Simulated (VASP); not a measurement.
Runs of VASP 6.6.1 on ZnS. The structure is that of space group F-43m (No. 216), or close to it. The cells are those of the table. 

| cell | gap on the mesh (eV) | pressure (GPa) |
| --- | --- | --- |
| a = 3.821 Å, angles 60.0°, 2 atoms | 1.89 | -4.3 |
| a = 3.921 Å, angles 60.0°, 2 atoms | 1.55 | -8.6 |
| a = 3.888 Å, angles 60.0°, 2 atoms | 1.66 | -7.4 |
| a = 3.855 Å, angles 60.0°, 2 atoms | (a) | (b) |
| a = 3.716 Å, angles 60.0°, 2 atoms | (c) | 2.4 |

Alike in all rows: task single point; level LDA; potentials or basis VASP PAW LDA potentials, release 64 (Zn, S); no spin polarisation; k mesh 6 × 6 × 6; cutoff (eV) 500; smearing gaussian 0.01 eV.

Q: Estimate the missing entries.

A: (a) 1.77; (b) -6.0; (c) 2.27.

